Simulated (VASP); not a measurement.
# Au (an interface model) in VASP: single point with PBE

Aim: the single point of Au (an interface model) with PBE.

All numbers are computed with VASP 6.6.1; they aren't measurements. Logs are shortened: lines on timing, memory, paths and dates and some standing lists are left out, and cuts for length are marked.

### Step 1. The cell of the first run

The cell holds layers of an interface, 12 atoms: a = 2.940 Å, b = 2.940 Å, c = 28.981 Å, α = 90.00°, β = 90.00°, γ = 120.00°.

### Step 2. Single point, PBE

Input file INCAR:

```
SYSTEM = Au
  PREC = Accurate
  ENCUT = 520
  EDIFF = 1E-6
  ISMEAR = 0
  SIGMA = 0.1
  LREAL = .FALSE.
  LASPH = .TRUE.
  NELM = 100
  ALGO = Normal
  ISIF = 2
  LWAVE = .FALSE.
  LCHARG = .FALSE.
  GGA = PE
  NBANDS = 78
```

Input file KPOINTS:

```
regular mesh
0
G
  15 15 2
  0 0 0
```

Input file POSCAR:

```
Au
1.0
    2.9402301150      0.0000000000      0.0000000000
   -1.4701150575      2.5463139726      0.0000000000
    0.0000000000      0.0000000000     28.9806796236
Au
12
Direct
    0.0000000000      0.0000000000      0.0000000000
    0.3333333333      0.6666666667      0.0835294789
    0.6666666667      0.3333333333      0.1667214837
    1.0000000000      1.0000000000      0.2500000000
    0.3333333333      0.6666666667      0.3332785163
    0.6666666667      0.3333333333      0.4164705211
    0.3333333333      0.6666666667      0.9164705211
    0.6666666667      0.3333333333      0.8332785163
    1.0000000000      1.0000000000      0.7500000000
    0.3333333333      0.6666666667      0.6667214837
    0.6666666667      0.3333333333      0.5835294789
    1.0000000000      1.0000000000      0.5000000000
```

Potentials or basis: VASP PAW PBE potentials, release 64 (Au).

The run is started by

```bash
$ cat potpaw_PBE.64/Au/POTCAR > POTCAR
$ mpirun -np 1 vasp_std > vasp.out
```

OUTCAR:

```text
SYSTEM = Au
   PREC = Accurate
   ENCUT = 520
   EDIFF = 1E-6
   ISMEAR = 0
   LREAL = .FALSE.
   LASPH = .TRUE.
   NELM = 100
   ISIF = 2
   GGA = PE

 ion  position               nearest neighbor table
   1  0.000  0.000  0.000-   2 2.96   7 2.96   2 2.96   7 2.96   2 2.96   7 2.96
   2  0.333  0.667  0.084-   3 2.95   3 2.95   3 2.95   1 2.96   1 2.96   1 2.96
   3  0.667  0.333  0.167-   2 2.95   2 2.95   2 2.95   4 2.95   4 2.95   4 2.95
   4  0.000  0.000  0.250-   3 2.95   5 2.95   3 2.95   5 2.95   3 2.95   5 2.95
   5  0.333  0.667  0.333-   6 2.95   6 2.95   6 2.95   4 2.95   4 2.95   4 2.95
   6  0.667  0.333  0.416-   5 2.95   5 2.95   5 2.95  12 2.96  12 2.96  12 2.96
   7  0.333  0.667  0.916-   8 2.95   8 2.95   8 2.95   1 2.96   1 2.96   1 2.96
   8  0.667  0.333  0.833-   7 2.95   7 2.95   7 2.95   9 2.95   9 2.95   9 2.95
   9  0.000  0.000  0.750-   8 2.95  10 2.95   8 2.95  10 2.95   8 2.95  10 2.95
  10  0.333  0.667  0.667-  11 2.95  11 2.95  11 2.95   9 2.95   9 2.95   9 2.95
  11  0.667  0.333  0.584-  10 2.95  10 2.95  10 2.95  12 2.96  12 2.96  12 2.96
  12  0.000  0.000  0.500-   6 2.96  11 2.96   6 2.96  11 2.96   6 2.96  11 2.96

  LATTYP: Found a hexagonal cell.
 ALAT       =     2.9402301150
 C/A-ratio  =     9.8566025413

  Lattice vectors:

 A1 = (   2.9402301150,   0.0000000000,   0.0000000000)
 A2 = (  -1.4701150575,   2.5463139726,   0.0000000000)
 A3 = (   0.0000000000,   0.0000000000,  28.9806796236)

Analysis of symmetry for initial positions (statically):
=====================================================================
 Subroutine PRICEL returns:
 Original cell was already a primitive cell.

 Routine SETGRP: Setting up the symmetry group for a
 hexagonal supercell.

 Subroutine GETGRP returns: Found 24 space group operations
 (whereof 12 operations were pure point group operations)
 out of a pool of 24 trial point group operations.

The static configuration has the point symmetry D_3h.
 The point group associated with its full space group is D_6h.

Analysis of symmetry for dynamics (positions and initial velocities):
=====================================================================
 Subroutine PRICEL returns:
 Original cell was already a primitive cell.

 Routine SETGRP: Setting up the symmetry group for a
 hexagonal supercell.

 Subroutine GETGRP returns: Found 24 space group operations
 (whereof 12 operations were pure point group operations)
 out of a pool of 24 trial point group operations.

The dynamic configuration has the point symmetry D_3h.
 The point group associated with its full space group is D_6h.

 Subroutine INISYM returns: Found 24 space group operations
 (whereof 12 operations are pure point group operations),
 and found     1 'primitive' translations

----------------------------------------------------------------------------------------

                                     Primitive cell

  volume of cell :     216.9711

  direct lattice vectors                    reciprocal lattice vectors
     2.940230115  0.000000000  0.000000000     0.340109434  0.196362273  0.000000000
    -1.470115057  2.546313973  0.000000000     0.000000000  0.392724546  0.000000000
     0.000000000  0.000000000 28.980679624     0.000000000  0.000000000  0.034505747

  length of vectors
     2.940230115  2.940230115 28.980679624     0.392724546  0.392724546  0.034505747

  position of ions in fractional coordinates (direct lattice)
     0.000000000  0.000000000  0.000000000
     0.333333333  0.666666667  0.083529479
     0.666666667  0.333333333  0.166721484
     0.000000000  0.000000000  0.250000000
     0.333333333  0.666666667  0.333278516
     0.666666667  0.333333333  0.416470521
     0.333333333  0.666666667  0.916470521
     0.666666667  0.333333333  0.833278516
     0.000000000  0.000000000  0.750000000
     0.333333333  0.666666667  0.666721484
     0.666666667  0.333333333  0.583529479
     0.000000000  0.000000000  0.500000000

  ion indices of the primitive-cell ions
   primitive index   ion index
                 1           1
                 2           2
                 3           3
                 4           4
                 5           5
                 6           6
                 7           7
                 8           8
                 9           9
                10          10
                11          11
                12          12

----------------------------------------------------------------------------------------

 KPOINTS: regular mesh

Automatic generation of k-mesh.
 Grid dimensions read from file:
 generate k-points for:   15   15    2

 Generating k-lattice:

  Cartesian coordinates                     Fractional coordinates (reciprocal lattice)
     0.022673962  0.013090818  0.000000000     0.066666667  0.000000000  0.000000000
     0.000000000  0.026181636  0.000000000     0.000000000  0.066666667  0.000000000
     0.000000000  0.000000000  0.017252874     0.000000000  0.000000000  0.500000000

  Length of vectors
     0.026181636  0.026181636  0.017252874

  Shift w.r.t. Gamma in fractional coordinates (k-lattice)
     0.000000000  0.000000000  0.000000000

 Subroutine IBZKPT returns following result:
 ===========================================

 Found     54 irreducible k-points:

 Following reciprocal coordinates:
            Coordinates               Weight
  0.000000  0.000000  0.000000      1.000000
  0.066667  0.000000  0.000000      6.000000
  0.133333  0.000000  0.000000      6.000000
  0.200000 -0.000000  0.000000      6.000000
  0.266667  0.000000  0.000000      6.000000
  0.333333 -0.000000  0.000000      6.000000
[... 16 lines left out ...]
  0.333333  0.200000  0.000000     12.000000
  0.400000  0.200000  0.000000      6.000000
 [... further k-points ...]
   k-points           NKPTS =     54   k-points in BZ     NKDIM =     54   number of bands    NBANDS=     78
   number of dos      NEDOS =    301   number of ions     NIONS =     12
   total plane-waves  NPLWV = 124416
   dimension x,y,z NGX =    24 NGY =   24 NGZ =  216
   dimension x,y,z NGXF=    48 NGYF=   48 NGZF=  432
   ions per type =              12
   NGX,Y,Z   is equivalent  to a cutoff of  13.57, 13.57, 12.39 a.u.
   NGXF,Y,Z  is equivalent  to a cutoff of  27.14, 27.14, 24.78 a.u.
 SYSTEM =  Au
   PREC   = accura    normal or accurate (medium, high low for compatibility)
   ISTART =      0    job   : 0-new  1-cont  2-samecut
   ICHARG =      2    charge: 1-file 2-atom 10-const
   ISPIN  =      1    spin polarized calculation?
   LNONCOLLINEAR =      F non collinear calculations
   LSORBIT =      F    spin-orbit coupling
   LASPH  =      T    aspherical Exc in radial PAW
   ENCUT  =  520.0 eV  38.22 Ry    6.18 a.u.   5.47  5.47 53.88*2*pi/ulx,y,z
   NELM   =    100;   NELMIN=  2; NELMDL= -5     # of ELM steps
   EDIFF  = 0.1E-05   stopping-criterion for ELM
   LREAL  =      F    real-space projection
   EDIFFG = 0.1E-04   stopping-criterion for IOM
   NSW    =      0    number of steps for IOM
   IBRION =     -1    ionic relax: 0-MD 1-quasi-New 2-CG
   NFREE  =      0    steps in history (QN), initial steepest desc. (CG)
   ISIF   =      2    stress and relaxation
   ISYM   =      2    0-nonsym 1-usesym 2-fastsym
   POTIM  = 0.5000    time-step for ionic-motion
   TEBEG  =    0.0;   TEEND  =   0.0 temperature during run
   PSTRESS=    0.0 pullay stress
   NELECT =     132.0000    total number of electrons
   NUPDOWN=      -1.0000    fix difference up-down
   EMIN   =  10.00;   EMAX   =-10.00  energy-range for DOS
   EFERMI =   0.00;   METHOD = LEGACY
   ISMEAR =     0;   SIGMA  =   0.10  broadening in eV -4-tet -1-fermi 0-gaus
   EFERMI_NEDOS =   21; number of points for ismear=-14 and -15
   IALGO  =     38    algorithm
   IMIX   =      4    mixing-type and parameters
     AMIX     =   0.40;   BMIX     =  1.00
     AMIX_MAG =   1.60;   BMIX_MAG =  1.00
  volume/ion in A,a.u.               =      18.08       122.02
  Fermi-wavevector in a.u.,A,eV,Ry     =   1.387178  2.621386 26.181185  1.924263
  Thomas-Fermi vector in A             =   2.511424
   LORBIT       =      0    0 simple, 1 ext, 2 COOP (PROOUT), +10 PAW based schemes
   GGA     = PE    functional components
   LHFCALC =     F    Hartree Fock is set to
   AEXX    =    0.0000 exact exchange contribution
   IVDW    =     0    specifies the selected vdW correction
   LEPSILON=     F    determine dielectric tensor
   LRPA    =     F    only Hartree local field effects (RPA)
 non-spin polarized calculation
 Gauss-broadening in eV      SIGMA  =   0.10
  energy-cutoff  :      520.00
  volume of cell :      216.97
 maximum number of plane-waves:      5988
 NGX is ok and might be reduce to    24
   NGX = 11   NGY = 11   NGZ =107

 number of electron     131.9999994 magnetization

 Free energy of the ion-electron system (eV)
  ---------------------------------------------------
  ext. energy  EPLUGINS =         0.00000000
  ---------------------------------------------------
  free energy    TOTEN  =       -38.64852660 eV

  energy without entropy =      -38.63470055  energy(sigma->0) =      -38.64161358

 E-fermi :   8.5726     XC(G=0): -12.3647

 val. band max:        8.5486933920   @ k =   0.4667   0.0667   0.5000
 cond. band min:       8.5790012360   @ k =   0.4000  -0.0000   0.5000
 fundamental gap:      0.0303078440
 Fermi energy:         8.5725631715

 k-point     1 :       0.0000    0.0000    0.0000
  band No.  band energies     occupation
      1      -0.7282      2.00000
      2      -0.5165      2.00000
      3      -0.4878      2.00000
      4       0.1242      2.00000
      5       0.1365      2.00000
      6       0.9673      2.00000
[... 70 lines left out ...]
     77      15.9609      0.00000
     78      19.1726      0.00000

 k-point     2 :       0.0667    0.0000    0.0000
  band No.  band energies     occupation
      1      -0.5966      2.00000
      2      -0.3869      2.00000
      3      -0.3583      2.00000
      4       0.2495      2.00000
      5       0.2618      2.00000
      6       1.0913      2.00000
[... 1774 lines left out ...]
 k-point    24 :       0.4000    0.2000    0.0000
  band No.  band energies     occupation
      1       2.3881      2.00000
      2       2.4017      2.00000
      3       2.4957      2.00000
      4       2.5085      2.00000
      5       2.5194      2.00000
      6       2.5495      2.00000
[... 70 lines left out ...]
     77      12.9661      0.00000
     78      13.1706      0.00000

 [... further k-points ...]
[... 5 lines left out ...]
  --------------------------------------------------------------------------------------
  -------------------------------------------------------------------------------------
  Total       -2.1701524     -2.1701524     -0.2486881      0.0000000     -0.0000000      0.0000000
  in kB      -16.0250343    -16.0250343     -1.8363854      0.0000000     -0.0000000      0.0000000
  external PRESSURE =     -11.2954847 kB  Pullay stress =       0.0000000 kB

 VOLUME and BASIS-vectors are now :
 -----------------------------------------------------------------------------
  energy-cutoff  :      520.00
  volume of cell :      216.97
      direct lattice vectors                 reciprocal lattice vectors
     2.940230115  0.000000000  0.000000000     0.340109434  0.196362273  0.000000000
    -1.470115057  2.546313973  0.000000000     0.000000000  0.392724546  0.000000000
     0.000000000  0.000000000 28.980679624     0.000000000  0.000000000  0.034505747

 POSITION                                       TOTAL-FORCE (eV/Angst)
 -----------------------------------------------------------------------------------
      0.00000      0.00000      0.00000        -0.000000     -0.000000      0.000000
     -0.00000      1.69754      2.42074         0.000000     -0.000000      0.000371
      1.47012      0.84877      4.83170         0.000000      0.000000      0.001323
      0.00000      0.00000      7.24517        -0.000000     -0.000000      0.000000
     -0.00000      1.69754      9.65864        -0.000000     -0.000000     -0.001323
      1.47012      0.84877     12.06960        -0.000000      0.000000     -0.000371
     -0.00000      1.69754     26.55994         0.000000     -0.000000     -0.000371
      1.47012      0.84877     24.14898         0.000000      0.000000     -0.001323
      0.00000      0.00000     21.73551        -0.000000     -0.000000      0.000000
     -0.00000      1.69754     19.32204        -0.000000     -0.000000      0.001323
      1.47012      0.84877     16.91108        -0.000000      0.000000      0.000371
      0.00000      0.00000     14.49034        -0.000000     -0.000000      0.000000
 -----------------------------------------------------------------------------------
    total drift:                                0.000000      0.000000      0.000000

  FREE ENERGIE OF THE ION-ELECTRON SYSTEM (eV)
  ---------------------------------------------------
  free  energy   TOTEN  =       -38.6485265991 eV

  energy  without entropy=      -38.6347005542  energy(sigma->0) =      -38.64161358
```

Wall time 10 min (1 thread of AMD EPYC 9R45 (Zen 5), shared host); peak memory 0.7 GiB.

Results:

| Item | Value |
| --- | --- |
| Free energy | -38.6485 eV |
| Pressure | -1.1 GPa |
| Band gap on the k mesh | zero (band 66 reaches 11.12 eV, above the bottom of band 67 at 6.40 eV) |

Caveat: spin-orbit coupling is left out, which moves the levels of the heavy elements.
